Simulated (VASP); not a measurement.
# As (P6_3/mmc) in VASP: further runs

The runs below take As through single point, with LDA.

All numbers are computed with VASP 6.6.1; they aren't measurements. Logs are shortened: lines on timing, memory, paths and dates and some standing lists are left out, and cuts for length are marked.

### Step 1. The cell of the first run

It takes space group P6_3/mmc (No. 194, hexagonal). The conventional cell has a = 2.917 Å, b = 2.917 Å, c = 9.836 Å, α = 90.00°, β = 90.00°, γ = 120.00°. Within 3.8 Å of As (site symmetry -3m) lie 12 As at 2.92 to 2.98 Å. As (site symmetry -6m2) has 12 As at 2.92 to 2.98 Å within 3.8 Å.

### Step 2. Single point, LDA

INCAR

```
ALGO = Normal ; EDIFF = 1E-6
ENCUT = 520 ; GGA = CA
ISIF = 2 ; ISMEAR = -1
LASPH = T ; LCHARG = F
LREAL = F ; LWAVE = F
NBANDS = 18 ; NELM = 60
PREC = Accurate ; SIGMA = 0.1
```

KPOINTS

```
k-points
0
Gamma
  14 14 4
```

POSCAR

```
As
1.0
    2.9169839469      0.0000000000      0.0000000000
   -1.4584919734      2.5261822005      0.0000000000
    0.0000000000      0.0000000000      9.8361270019
As
4
Direct
    1.0000000000      1.0000000000      1.0000000000
    1.0000000000      0.0000000000      0.5000000000
    0.3333333333      0.6666666667      0.2500000000
    0.6666666667      0.3333333333      0.7500000000
```

Potentials or basis: VASP PAW LDA potentials, release 64 (As).

Command:

```bash
$ cat potpaw_LDA.64/As/POTCAR > POTCAR
$ mpirun -np 1 vasp_std > vasp.out
```

OUTCAR:

```text
EDIFF = 1E-6
   ENCUT = 520
   GGA = CA
   ISIF = 2
   ISMEAR = -1
   LASPH = T
   LREAL = F
   NELM = 60
   PREC = Accurate

 ion  position               nearest neighbor table
   1  0.000  0.000  0.000-
   2  0.000  0.000  0.500-
   3  0.333  0.667  0.250-
   4  0.667  0.333  0.750-

  LATTYP: Found a hexagonal cell.
 ALAT       =     2.9169839469
 C/A-ratio  =     3.3720195863

  Lattice vectors:

 A1 = (   2.9169839469,   0.0000000000,   0.0000000000)
 A2 = (  -1.4584919734,   2.5261822005,   0.0000000000)
 A3 = (   0.0000000000,   0.0000000000,   9.8361270019)

Analysis of symmetry for initial positions (statically):
=====================================================================
 Subroutine PRICEL returns:
 Original cell was already a primitive cell.

 Routine SETGRP: Setting up the symmetry group for a
 hexagonal supercell.

 Subroutine GETGRP returns: Found 24 space group operations
 (whereof 12 operations were pure point group operations)
 out of a pool of 24 trial point group operations.

The static configuration has the point symmetry D_3d.
 The point group associated with its full space group is D_6h.

Analysis of symmetry for dynamics (positions and initial velocities):
=====================================================================
 Subroutine PRICEL returns:
 Original cell was already a primitive cell.

 Routine SETGRP: Setting up the symmetry group for a
 hexagonal supercell.

 Subroutine GETGRP returns: Found 24 space group operations
 (whereof 12 operations were pure point group operations)
 out of a pool of 24 trial point group operations.

The dynamic configuration has the point symmetry D_3d.
 The point group associated with its full space group is D_6h.

 Subroutine INISYM returns: Found 24 space group operations
 (whereof 12 operations are pure point group operations),
 and found     1 'primitive' translations

----------------------------------------------------------------------------------------

                                     Primitive cell

  volume of cell :      72.4808

  direct lattice vectors                    reciprocal lattice vectors
[... 81 lines left out ...]
 SYSTEM =  unknown system
   PREC   = accura    normal or accurate (medium, high low for compatibility)
   ISTART =      0    job   : 0-new  1-cont  2-samecut
   ICHARG =      2    charge: 1-file 2-atom 10-const
   ISPIN  =      1    spin polarized calculation?
   LNONCOLLINEAR =      F non collinear calculations
   LSORBIT =      F    spin-orbit coupling
   LASPH  =      T    aspherical Exc in radial PAW
   ENCUT  =  520.0 eV  38.22 Ry    6.18 a.u.   5.42  5.42 18.29*2*pi/ulx,y,z
   NELM   =     60;   NELMIN=  2; NELMDL= -5     # of ELM steps
   EDIFF  = 0.1E-05   stopping-criterion for ELM
   LREAL  =      F    real-space projection
   EDIFFG = 0.1E-04   stopping-criterion for IOM
   NSW    =      0    number of steps for IOM
   IBRION =     -1    ionic relax: 0-MD 1-quasi-New 2-CG
   NFREE  =      0    steps in history (QN), initial steepest desc. (CG)
   ISIF   =      2    stress and relaxation
   ISYM   =      2    0-nonsym 1-usesym 2-fastsym
   POTIM  = 0.5000    time-step for ionic-motion
   TEBEG  =    0.0;   TEEND  =   0.0 temperature during run
   PSTRESS=    0.0 pullay stress
   NELECT =      20.0000    total number of electrons
   NUPDOWN=      -1.0000    fix difference up-down
   EMIN   =  10.00;   EMAX   =-10.00  energy-range for DOS
   EFERMI =   0.00;   METHOD = LEGACY
   ISMEAR =    -1;   SIGMA  =   0.10  broadening in eV -4-tet -1-fermi 0-gaus
   EFERMI_NEDOS =   21; number of points for ismear=-14 and -15
   IALGO  =     38    algorithm
   IMIX   =      4    mixing-type and parameters
     AMIX     =   0.40;   BMIX     =  1.00
     AMIX_MAG =   1.60;   BMIX_MAG =  1.00
  volume/ion in A,a.u.               =      18.12       122.28
  Fermi-wavevector in a.u.,A,eV,Ry     =   1.065804  2.014077 15.455368  1.135937
  Thomas-Fermi vector in A             =   2.201367
   LORBIT       =      0    0 simple, 1 ext, 2 COOP (PROOUT), +10 PAW based schemes
   GGA     = CA    functional components
   LHFCALC =     F    Hartree Fock is set to
   AEXX    =    0.0000 exact exchange contribution
   IVDW    =     0    specifies the selected vdW correction
   LEPSILON=     F    determine dielectric tensor
   LRPA    =     F    only Hartree local field effects (RPA)
 non-spin polarized calculation
  energy-cutoff  :      520.00
  volume of cell :       72.48
 maximum number of plane-waves:      2004
 NGX is ok and might be reduce to    24
   NGX = 11   NGY = 11   NGZ = 37

 number of electron      19.9999996 magnetization

 Free energy of the ion-electron system (eV)
  ---------------------------------------------------
  ext. energy  EPLUGINS =         0.00000000
  ---------------------------------------------------
  free energy    TOTEN  =       -19.75141818 eV

  energy without entropy =      -19.68725575  energy(sigma->0) =      -19.71933697

 E-fermi :   7.1973     XC(G=0): -11.1038

 val. band max:        7.1760906738   @ k =   0.4286   0.0714   0.0000
 cond. band min:       7.2125967893   @ k =   0.4286   0.1429   0.5000
 fundamental gap:      0.0365061155
 Fermi energy:         7.1972941477

 k-point     1 :       0.0000    0.0000    0.0000
  band No.  band energies     occupation
      1      -8.4522      2.00000
      2      -7.0280      2.00000
      3      -7.0137      2.00000
      4      -4.1113      2.00000
      5      -0.0073      2.00000
      6       5.7309      2.00000
[... 481 lines left out ...]
      5       1.6854      2.00000
      6       2.0074      2.00000
[... 10 lines left out ...]
     17      14.4510      0.00000
     18      14.6954      0.00000

 [... further k-points ...]
[... 5 lines left out ...]
  --------------------------------------------------------------------------------------
  -------------------------------------------------------------------------------------
  Total       -0.1021984     -0.1021984      0.3556973     -0.0000000      0.0000000     -0.0000000
  in kB       -2.2590819     -2.2590819      7.8626391     -0.0000000      0.0000000     -0.0000000
  external PRESSURE =       1.1148251 kB  Pullay stress =       0.0000000 kB

 VOLUME and BASIS-vectors are now :
 -----------------------------------------------------------------------------
  energy-cutoff  :      520.00
  volume of cell :       72.48
      direct lattice vectors                 reciprocal lattice vectors
     2.916983947  0.000000000  0.000000000     0.342819850  0.197927133  0.000000000
    -1.458491973  2.526182201  0.000000000     0.000000000  0.395854266  0.000000000
     0.000000000  0.000000000  9.836127002     0.000000000  0.000000000  0.101666032

 POSITION                                       TOTAL-FORCE (eV/Angst)
 -----------------------------------------------------------------------------------
      0.00000      0.00000      0.00000        -0.000000      0.000000     -0.000000
      0.00000      0.00000      4.91806        -0.000000      0.000000     -0.000000
     -0.00000      1.68412      2.45903        -0.000000     -0.000000     -0.000000
      1.45849      0.84206      7.37710         0.000000      0.000000      0.000000
 -----------------------------------------------------------------------------------
    total drift:                               -0.000000      0.000000      0.000000

  FREE ENERGIE OF THE ION-ELECTRON SYSTEM (eV)
  ---------------------------------------------------
  free  energy   TOTEN  =       -19.7514181833 eV

  energy  without entropy=      -19.6872557532  energy(sigma->0) =      -19.71933697
```

It took 24 s on 1 thread of Intel Xeon 6975P-C (Granite Rapids), shared host; peak memory 0.21 GiB.

What came out:

| Property | Result |
| --- | --- |
| Free energy | -19.7514 eV |
| Pressure | 0.1 GPa |
| Band gap on the k mesh | zero (band 10 reaches 12.46 eV, above the bottom of band 11 at 4.38 eV) |

### Step 3. Single point, LDA (volume scaled by 1.04)

INCAR

```
SYSTEM = As
PREC     = Accurate       ! precision mode
ENCUT    = 520            ! plane-wave cutoff, eV
EDIFF    = 1E-6           ! SCF threshold, eV
ISMEAR   = -1             ! smearing method
SIGMA    = 0.1            ! smearing width, eV
LREAL    = .FALSE.        ! projectors in reciprocal space
LASPH    = .TRUE.         ! aspherical terms in the spheres
NELM     = 60             ! most SCF steps
ALGO     = Normal         ! electronic algorithm
ISIF     = 2              ! what is computed and relaxed
LWAVE    = .FALSE.        ! write WAVECAR
LCHARG   = .TRUE.         ! write CHGCAR
GGA      = CA             ! functional
LELF     = .TRUE.         ! ELF
LVHAR    = .TRUE.       
NBANDS   = 18             ! bands
```

KPOINTS

```
regular mesh
0
G
  14 14 4
  0 0 0
```

POSCAR

```
As
1.0
    2.9553697166      0.0000000000      0.0000000000
   -1.4776848583      2.5594252522      0.0000000000
    0.0000000000      0.0000000000      9.9655645691
As
4
Direct
    1.0000000000      1.0000000000      1.0000000000
    1.0000000000      0.0000000000      0.5000000000
    0.3333333333      0.6666666667      0.2500000000
    0.6666666667      0.3333333333      0.7500000000
```

Potentials or basis: VASP PAW LDA potentials, release 64 (As).

Command:

```bash
$ cat potpaw_LDA.64/As/POTCAR > POTCAR
$ mpirun -np 1 vasp_std > vasp.out
```

Run time: 26 s. Hardware: 1 thread of Intel Xeon 6975P-C (Granite Rapids), shared host; peak memory 0.21 GiB.

The run converged. Its results:

| Property | Result |
| --- | --- |
| Free energy | -19.7209 eV |
| Pressure | -3.4 GPa |
| Band gap on the k mesh | zero (band 10 reaches 11.72 eV, above the bottom of band 11 at 4.04 eV) |

Stress tensor (GPa, compression positive):
```
-3.73  0.00  0.00
 0.00 -3.73  0.00
 0.00  0.00 -2.64
```

Levels at points of the mesh, in eV from the Fermi level:
```
           k point  band 8  band 9  band 10  band 11  band 12  band 13
(0.00, 0.00, 0.00)    4.35    4.35     5.01     5.01     5.07     5.07
(0.50, 0.00, 0.00)   -4.20   -2.06    -1.17     0.77     1.79     2.01
(0.00, 0.00, 0.50)    2.67    4.54     4.54     4.54     4.54     5.62
(0.50, 0.00, 0.50)   -5.23   -0.57    -0.57     1.10     1.10     1.13
```

### Step 4. Single point, LDA (volume scaled by 1.08)

INCAR

```
SYSTEM = As
  PREC = Accurate
  ENCUT = 520
  EDIFF = 1E-6
  ISMEAR = -1
  SIGMA = 0.1
  LREAL = .False.
  LASPH = .True.
  NELM = 100
  ALGO = Normal
  ISIF = 2
  LWAVE = .False.
  LCHARG = .True.
  LELF = .True.
  LVHAR = .True.
  NBANDS = 18
```

KPOINTS

```
regular mesh
0
Gamma
  14 14 4
  0 0 0
```

POSCAR

```
As
1.0
    2.9927834316      0.0000000000      0.0000000000
   -1.4963917158      2.5918264798      0.0000000000
    0.0000000000      0.0000000000     10.0917243490
As
4
Direct
    1.0000000000      1.0000000000      1.0000000000
    1.0000000000      0.0000000000      0.5000000000
    0.3333333333      0.6666666667      0.2500000000
    0.6666666667      0.3333333333      0.7500000000
```

Potentials or basis: VASP PAW LDA potentials, release 64 (As).

Command:

```bash
$ cat potpaw_LDA.64/As/POTCAR > POTCAR
$ mpirun -np 1 vasp_std > vasp.out
```

OUTCAR:

```text
SYSTEM = As
   PREC = Accurate
   ENCUT = 520
   EDIFF = 1E-6
   ISMEAR = -1
   LREAL = .False.
   LASPH = .True.
   NELM = 100
   ISIF = 2

 ion  position               nearest neighbor table
   1  0.000  0.000  0.000-
   2  0.000  0.000  0.500-
   3  0.333  0.667  0.250-
   4  0.667  0.333  0.750-

  LATTYP: Found a hexagonal cell.
 ALAT       =     2.9927834316
 C/A-ratio  =     3.3720195863

  Lattice vectors:

 A1 = (   2.9927834316,   0.0000000000,   0.0000000000)
[... 680 lines left out ...]
      6       1.5335      2.00000
[... 10 lines left out ...]
     17      13.4492      0.00000
     18      13.6130      0.00000

 [... further k-points ...]
[... 5 lines left out ...]
  --------------------------------------------------------------------------------------
  -------------------------------------------------------------------------------------
  Total       -3.2015446     -3.2015446     -2.6424042      0.0000000      0.0000000      0.0000000
  in kB      -65.5274914    -65.5274914    -54.0833072      0.0000000      0.0000000      0.0000000
  external PRESSURE =     -61.7127633 kB  Pullay stress =       0.0000000 kB

 VOLUME and BASIS-vectors are now :
 -----------------------------------------------------------------------------
  energy-cutoff  :      520.00
  volume of cell :       78.28
      direct lattice vectors                 reciprocal lattice vectors
     2.992783432  0.000000000  0.000000000     0.334137108  0.192914149  0.000000000
    -1.496391716  2.591826480  0.000000000     0.000000000  0.385828298  0.000000000
     0.000000000  0.000000000 10.091724349     0.000000000  0.000000000  0.099091093

 POSITION                                       TOTAL-FORCE (eV/Angst)
 -----------------------------------------------------------------------------------
      0.00000      0.00000      0.00000         0.000000     -0.000000      0.000000
      0.00000      0.00000      5.04586         0.000000     -0.000000      0.000000
     -0.00000      1.72788      2.52293         0.000000     -0.000000      0.000000
      1.49639      0.86394      7.56879        -0.000000      0.000000     -0.000000
 -----------------------------------------------------------------------------------
    total drift:                               -0.000000      0.000000      0.000000

  FREE ENERGIE OF THE ION-ELECTRON SYSTEM (eV)
  ---------------------------------------------------
  free  energy   TOTEN  =       -19.6338551604 eV

  energy  without entropy=      -19.5631254675  energy(sigma->0) =      -19.59849031
```

OSZICAR:

```text
N       E                     dE             d eps       ncg     rms          rms(c)
DAV:   1     0.573878276095E+02    0.57388E+02   -0.82104E+03  2592   0.949E+02
DAV:   2    -0.156530512149E+02   -0.73041E+02   -0.70574E+02  3666   0.143E+02
DAV:   3    -0.196388998252E+02   -0.39858E+01   -0.39318E+01  3062   0.325E+01
DAV:   4    -0.196669323070E+02   -0.28032E-01   -0.28014E-01  2948   0.300E+00
DAV:   5    -0.196670003510E+02   -0.68044E-04   -0.68041E-04  2932   0.171E-01    0.394E+00
DAV:   6    -0.196439724186E+02    0.23028E-01   -0.13524E-02  2906   0.497E-01    0.229E+00
DAV:   7    -0.196339038757E+02    0.10069E-01   -0.22930E-02  2796   0.648E-01    0.950E-02
DAV:   8    -0.196338666100E+02    0.37266E-04   -0.44230E-04  2848   0.112E-01    0.515E-02
DAV:   9    -0.196338570253E+02    0.95847E-05   -0.76592E-05  2824   0.401E-02    0.706E-03
DAV:  10    -0.196338552292E+02    0.17961E-05   -0.30508E-06  2822   0.854E-03    0.406E-03
DAV:  11    -0.196338551604E+02    0.68829E-07   -0.48861E-07  1550   0.346E-03
   1 F= -.19633855E+02 E0= -.19598490E+02  d E =-.707297E-01
```

It took 26 s on 1 thread of Intel Xeon 6975P-C (Granite Rapids), shared host; peak memory 0.21 GiB.

What came out:

```yaml
Free_energy: -19.6339 eV
Pressure: -6.2 GPa
Band_gap_on_the_k_mesh: zero (band 10 reaches 11.04 eV, above the bottom of band 11 at 3.72 eV)
```

Stress tensor (GPa, compression positive):
```
-6.55  0.00  0.00
 0.00 -6.55  0.00
 0.00  0.00 -5.41
```

Levels at points of the mesh, in eV from the Fermi level:
| k point | band 6 | band 7 | band 8 | band 9 | band 10 | band 11 | band 12 | band 13 | band 14 | band 15 |
| --- | --- | --- | --- | --- | --- | --- | --- | --- | --- | --- |
| (0.00, 0.00, 0.00) | -1.40 | -1.40 | 4.14 | 4.14 | 4.77 | 4.77 | 4.83 | 4.83 | 5.02 | 5.61 |
| (0.50, 0.00, 0.00) | -6.03 | -4.58 | -4.07 | -1.94 | -1.09 | 0.75 | 1.70 | 1.93 | 1.95 | 2.69 |
| (0.00, 0.00, 0.50) | -4.86 | 2.54 | 2.54 | 4.33 | 4.33 | 4.33 | 4.33 | 5.35 | 5.35 | 5.35 |
| (0.50, 0.00, 0.50) | -5.79 | -5.02 | -5.02 | -0.54 | -0.54 | 1.06 | 1.06 | 1.11 | 1.11 | 3.12 |

### Step 5. Single point, LDA (volume scaled by 1.12)

INCAR

```
SYSTEM = As
  PREC = Accurate
  ENCUT = 520
  EDIFF = 1E-6
  ISMEAR = -1
  SIGMA = 0.1
  LREAL = .FALSE.
  LASPH = .TRUE.
  NELM = 100
  ALGO = Normal
  ISIF = 2
  LWAVE = .FALSE.
  LCHARG = .FALSE.
  NBANDS = 18
```

KPOINTS

```
regular mesh
0
G
  14 14 4
  0 0 0
```

POSCAR

```
As
1.0
    3.0292843879      0.0000000000      0.0000000000
   -1.5146421939      2.6234372352      0.0000000000
    0.0000000000      0.0000000000     10.2148062885
As
4
Direct
    1.0000000000      1.0000000000      1.0000000000
    1.0000000000      0.0000000000      0.5000000000
    0.3333333333      0.6666666667      0.2500000000
    0.6666666667      0.3333333333      0.7500000000
```

Command:

```bash
$ cat potpaw_LDA.64/As/POTCAR > POTCAR
$ mpirun -np 1 vasp_std > vasp.out
```

It took 25 s on 1 thread of Intel Xeon 6975P-C (Granite Rapids), shared host; peak memory 0.21 GiB.

Results (log left out):

* Free energy: -19.5010 eV
* Pressure: -8.4 GPa
* Band gap on the k mesh: zero (band 10 reaches 10.40 eV, above the bottom of band 11 at 3.43 eV)

Stress tensor (GPa, compression positive):
```
-8.83  0.00  0.00
 0.00 -8.83  0.00
 0.00  0.00 -7.65
```

Levels at points of the mesh, in eV from the Fermi level:
| k point | band 8 | band 9 | band 10 | band 11 | band 12 | band 13 |
| --- | --- | --- | --- | --- | --- | --- |
| (0.00, 0.00, 0.00) | 3.96 | 3.96 | 4.56 | 4.56 | 4.61 | 4.61 |
| (0.50, 0.00, 0.00) | -3.95 | -1.83 | -1.01 | 0.73 | 1.62 | 1.86 |
| (0.00, 0.00, 0.50) | 2.42 | 4.13 | 4.13 | 4.13 | 4.13 | 5.10 |
| (0.50, 0.00, 0.50) | -4.83 | -0.51 | -0.51 | 1.03 | 1.03 | 1.10 |

### Step 6. Single point, LDA

INCAR

```
ALGO = Normal ; EDIFF = 1E-6
ENCUT = 520 ; ISIF = 2
ISMEAR = -1 ; LASPH = T
LCHARG = F ; LREAL = F
LWAVE = F ; NBANDS = 18
NELM = 80 ; PREC = Accurate
SIGMA = 0.1
```

KPOINTS

```
k-points
0
Gamma
  16 16 5
```

POSCAR

```
As
1.0
    2.9169839469      0.0000000000      0.0000000000
   -1.4584919734      2.5261822005      0.0000000000
    0.0000000000      0.0000000000      9.8361270019
As
4
Direct
    1.0000000000      1.0000000000      1.0000000000
    1.0000000000      0.0000000000      0.5000000000
    0.3333333333      0.6666666667      0.2500000000
    0.6666666667      0.3333333333      0.7500000000
```

Potentials or basis: VASP PAW LDA potentials, release 64 (As).

Command:

```bash
$ cat potpaw_LDA.64/As/POTCAR > POTCAR
$ mpirun -np 1 vasp_std > vasp.out
```

It took 31 s on 1 thread of Intel Xeon 6975P-C (Granite Rapids), shared host; peak memory 0.22 GiB.

Results (log left out):

```yaml
Free_energy: -19.7419 eV
Pressure: 0.3 GPa
Band_gap_on_the_k_mesh: zero (band 10 reaches 12.46 eV, above the bottom of band 11 at 4.26 eV)
```

Stress tensor (GPa, compression positive):
```
0.38 0.00 0.00
0.00 0.38 0.00
0.00 0.00 0.00
```

Levels at points of the mesh, in eV from the Fermi level:
```tsv
k point	band 7	band 8	band 9	band 10	band 11	band 12	band 13	band 14
(0.00, 0.00, 0.00)	-1.40	4.62	4.62	5.32	5.32	5.39	5.39	5.61
(0.50, 0.00, 0.00)	-4.80	-4.28	-2.13	-1.21	0.85	1.95	2.14	2.17
```

### Step 7. The runs side by side

```csv
cell,k mesh,gap on the mesh (eV),pressure (GPa)
"a = 2.917, b = 2.917, c = 9.836 Å, angles 90.0, 90.0, 120.0°, 4 atoms",14 × 14 × 4,none,0.1
"a = 2.955, b = 2.955, c = 9.966 Å, angles 90.0, 90.0, 120.0°, 4 atoms",14 × 14 × 4,none,-3.4
"a = 2.993, b = 2.993, c = 10.092 Å, angles 90.0, 90.0, 120.0°, 4 atoms",14 × 14 × 4,none,-6.2
"a = 3.029, b = 3.029, c = 10.215 Å, angles 90.0, 90.0, 120.0°, 4 atoms",14 × 14 × 4,none,-8.4
"a = 2.917, b = 2.917, c = 9.836 Å, angles 90.0, 90.0, 120.0°, 4 atoms",16 × 16 × 5,none,0.3
```

Alike in all rows: task single point; level LDA; potentials or basis VASP PAW LDA potentials, release 64 (As); no spin polarisation; cutoff (eV) 520; smearing fermi-dirac 0.1 eV.

Absolute energies hang on the potentials; compare differences alone.
